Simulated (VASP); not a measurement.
# Ta (Im-3m) in VASP: single point with PBEsol

Aim: the single point of Ta with PBEsol.

All numbers are computed with VASP 6.6.1; they aren't measurements. Logs are shortened: lines on timing, memory, paths and dates and some standing lists are left out, and cuts for length are marked.

## (1) The cell of the first run

Symmetry: Im-3m, No. 229, cubic system. The conventional cell has a = 3.303 Å, b = 3.303 Å, c = 3.303 Å, α = 90.00°, β = 90.00°, γ = 90.00°. Ta (site symmetry m-3m) has 14 Ta at 2.86 to 3.30 Å within 3.8 Å.

## (2) Single point, PBEsol

File INCAR:

```
SYSTEM = Ta
PREC = Accurate ; ENCUT = 500
EDIFF = 1E-6 ; ISMEAR = -1
SIGMA = 0.0272 ; LREAL = .False.
LASPH = .True. ; NELM = 120
ALGO = Normal ; ISIF = 2
LWAVE = .False. ; LCHARG = .False.
GGA = PS ; NBANDS = 12
GGA_COMPAT = .False.
```

File KPOINTS:

```
regular mesh
0
Gamma
  12 12 12
  0 0 0
```

File POSCAR:

```
Ta
1.0
   -1.6512800000      1.6512800000      1.6512800000
    1.6512800000     -1.6512800000      1.6512800000
    1.6512800000      1.6512800000     -1.6512800000
Ta
1
Direct
    0.0000000000      0.0000000000      0.0000000000
```

Potentials or basis: VASP PAW PBE potentials, release 64 (Ta_pv).

Started as:

```sh
$ cat potpaw_PBE.64/Ta_pv/POTCAR > POTCAR
$ mpirun -np 1 vasp_std > vasp.out
```

OUTCAR:

```text
SYSTEM = Ta
   PREC = Accurate
   ENCUT = 500
   EDIFF = 1E-6
   ISMEAR = -1
   LREAL = .False.
   LASPH = .True.
   NELM = 120
   ISIF = 2
   GGA = PS

 ion  position               nearest neighbor table
   1  0.000  0.000  0.000-

  LATTYP: Found a body centered cubic cell.
 ALAT       =     3.3025600000

  Lattice vectors:

 A1 = (  -1.6512800000,   1.6512800000,   1.6512800000)
 A2 = (   1.6512800000,  -1.6512800000,   1.6512800000)
 A3 = (   1.6512800000,   1.6512800000,  -1.6512800000)

Analysis of symmetry for initial positions (statically):
=====================================================================
 Subroutine PRICEL returns:
 Original cell was already a primitive cell.

 Routine SETGRP: Setting up the symmetry group for a
 body centered cubic supercell.

 Subroutine GETGRP returns: Found 48 space group operations
 (whereof 48 operations were pure point group operations)
 out of a pool of 48 trial point group operations.

The static configuration has the point symmetry O_h .

Analysis of symmetry for dynamics (positions and initial velocities):
=====================================================================
 Subroutine PRICEL returns:
 Original cell was already a primitive cell.

 Routine SETGRP: Setting up the symmetry group for a
 body centered cubic supercell.

 Subroutine GETGRP returns: Found 48 space group operations
 (whereof 48 operations were pure point group operations)
 out of a pool of 48 trial point group operations.

The dynamic configuration has the point symmetry O_h .

 Subroutine INISYM returns: Found 48 space group operations
 (whereof 48 operations are pure point group operations),
 and found     1 'primitive' translations

----------------------------------------------------------------------------------------

                                     Primitive cell

  volume of cell :      18.0104

  direct lattice vectors                    reciprocal lattice vectors
    -1.651280000  1.651280000  1.651280000     0.000000000  0.302795407  0.302795407
     1.651280000 -1.651280000  1.651280000     0.302795407  0.000000000  0.302795407
     1.651280000  1.651280000 -1.651280000     0.302795407  0.302795407  0.000000000

  length of vectors
     2.860100858  2.860100858  2.860100858     0.428217371  0.428217371  0.428217371

[... 76 lines left out ...]
   ENCUT  =  500.0 eV  36.75 Ry    6.06 a.u.   5.21  5.21  5.21*2*pi/ulx,y,z
   NELM   =    120;   NELMIN=  2; NELMDL= -5     # of ELM steps
   EDIFF  = 0.1E-05   stopping-criterion for ELM
   LREAL  =      F    real-space projection
   EDIFFG = 0.1E-04   stopping-criterion for IOM
   NSW    =      0    number of steps for IOM
   IBRION =     -1    ionic relax: 0-MD 1-quasi-New 2-CG
   NFREE  =      0    steps in history (QN), initial steepest desc. (CG)
   ISIF   =      2    stress and relaxation
   ISYM   =      2    0-nonsym 1-usesym 2-fastsym
   POTIM  = 0.5000    time-step for ionic-motion
   TEBEG  =    0.0;   TEEND  =   0.0 temperature during run
   PSTRESS=    0.0 pullay stress
   NELECT =      11.0000    total number of electrons
   NUPDOWN=      -1.0000    fix difference up-down
   EMIN   =  10.00;   EMAX   =-10.00  energy-range for DOS
   EFERMI =   0.00;   METHOD = LEGACY
   ISMEAR =    -1;   SIGMA  =   0.03  broadening in eV -4-tet -1-fermi 0-gaus
   EFERMI_NEDOS =   21; number of points for ismear=-14 and -15
   IALGO  =     38    algorithm
   IMIX   =      4    mixing-type and parameters
     AMIX     =   0.40;   BMIX     =  1.00
     AMIX_MAG =   1.60;   BMIX_MAG =  1.00
  volume/ion in A,a.u.               =      18.01       121.54
  Fermi-wavevector in a.u.,A,eV,Ry     =   1.388988  2.624806 26.249534  1.929286
  Thomas-Fermi vector in A             =   2.513061
   LORBIT       =      0    0 simple, 1 ext, 2 COOP (PROOUT), +10 PAW based schemes
   GGA     = PS    functional components
   LHFCALC =     F    Hartree Fock is set to
   AEXX    =    0.0000 exact exchange contribution
   IVDW    =     0    specifies the selected vdW correction
   LEPSILON=     F    determine dielectric tensor
   LRPA    =     F    only Hartree local field effects (RPA)
 non-spin polarized calculation
  energy-cutoff  :      500.00
  volume of cell :       18.01
 maximum number of plane-waves:       470
 NGX is ok and might be reduce to    24
   NGX = 11   NGY = 11   NGZ = 11

 number of electron      11.0000002 magnetization

 Free energy of the ion-electron system (eV)
  ---------------------------------------------------
  ext. energy  EPLUGINS =         0.00000000
  ---------------------------------------------------
  free energy    TOTEN  =       -12.54232028 eV

  energy without entropy =      -12.53773510  energy(sigma->0) =      -12.54002769

 E-fermi :   5.2984     XC(G=0): -12.7256

 val. band max:        5.2749149120   @ k =   0.3333   0.1667   0.0000
 cond. band min:       5.3045404485   @ k =  -0.4167   0.5000   0.0833
 fundamental gap:      0.0296255365
 Fermi energy:         5.2983745225

 k-point     1 :       0.0000    0.0000    0.0000
  band No.  band energies     occupation
      1     -27.6845      2.00000
      2     -27.6845      2.00000
      3     -27.6845      2.00000
      4      -2.6093      2.00000
      5       6.0522      0.00000
      6       6.0522      0.00000
      7       6.0522      0.00000
      8       9.3199      0.00000
      9       9.3199      0.00000
     10      20.0087      0.00000
     11      20.3596      0.00000
     12      20.3596      0.00000
[... 331 lines left out ...]
 k-point    24 :       0.4167    0.0833    0.0833
  band No.  band energies     occupation
      1     -28.7886      2.00000
      2     -28.1214      2.00000
      3     -27.7710      2.00000
      4       1.5598      2.00000
      5       3.6999      2.00000
      6       6.2389      0.00000
      7       9.4552      0.00000
      8      10.2730      0.00000
      9      14.1266      0.00000
     10      15.8411      0.00000
     11      17.9849      0.00000
     12      20.0223      0.00000

 [... further k-points ...]
[... 5 lines left out ...]
  --------------------------------------------------------------------------------------
  -------------------------------------------------------------------------------------
  Total       -0.5436235     -0.5436235     -0.5436235      0.0000000     -0.0000000     -0.0000000
  in kB      -48.3600435    -48.3600435    -48.3600435      0.0000000     -0.0000000     -0.0000000
  external PRESSURE =     -48.3600435 kB  Pullay stress =       0.0000000 kB

 VOLUME and BASIS-vectors are now :
 -----------------------------------------------------------------------------
  energy-cutoff  :      500.00
  volume of cell :       18.01
      direct lattice vectors                 reciprocal lattice vectors
    -1.651280000  1.651280000  1.651280000     0.000000000  0.302795407  0.302795407
     1.651280000 -1.651280000  1.651280000     0.302795407  0.000000000  0.302795407
     1.651280000  1.651280000 -1.651280000     0.302795407  0.302795407  0.000000000

 POSITION                                       TOTAL-FORCE (eV/Angst)
 -----------------------------------------------------------------------------------
      0.00000      0.00000      0.00000         0.000000      0.000000      0.000000
 -----------------------------------------------------------------------------------
    total drift:                                0.000000      0.000000      0.000000

  FREE ENERGIE OF THE ION-ELECTRON SYSTEM (eV)
  ---------------------------------------------------
  free  energy   TOTEN  =       -12.5423202838 eV

  energy  without entropy=      -12.5377351003  energy(sigma->0) =      -12.54002769
```

OSZICAR:

```text
N       E                     dE             d eps       ncg     rms          rms(c)
DAV:   1     0.598296437232E+02    0.59830E+02   -0.59559E+03  1744   0.846E+02
DAV:   2    -0.120667343897E+02   -0.71896E+02   -0.70044E+02  1928   0.242E+02
DAV:   3    -0.130466243567E+02   -0.97989E+00   -0.97301E+00  2064   0.270E+01
DAV:   4    -0.130493420383E+02   -0.27177E-02   -0.27162E-02  1924   0.154E+00
DAV:   5    -0.130493513198E+02   -0.92814E-05   -0.92812E-05  2052   0.858E-02    0.138E+01
DAV:   6    -0.126561025474E+02    0.39325E+00   -0.31033E-01  2028   0.590E+00    0.667E+00
DAV:   7    -0.125437107754E+02    0.11239E+00   -0.25131E-01  1980   0.493E+00    0.415E-01
DAV:   8    -0.125423563753E+02    0.13544E-02   -0.75418E-03  1892   0.754E-01    0.119E-01
DAV:   9    -0.125423241390E+02    0.32236E-04   -0.13289E-04  1992   0.117E-01    0.219E-02
DAV:  10    -0.125423203683E+02    0.37707E-05   -0.31519E-06  1920   0.189E-02    0.354E-03
DAV:  11    -0.125423202838E+02    0.84524E-07   -0.18326E-07  1072   0.467E-03
   1 F= -.12542320E+02 E0= -.12540028E+02  d E =-.458518E-02
```

Wall time 4.9 s (1 thread of Intel Xeon 6975P-C (Granite Rapids), shared host); peak memory 0.14 GiB.

Results:

```
Free energy : -12.5423 eV
Pressure    : -4.8 GPa
```

Caveat: the PAW data sets were made with another functional, which shifts forces and pressure a little; spin-orbit coupling is left out, which moves the levels of the heavy elements.
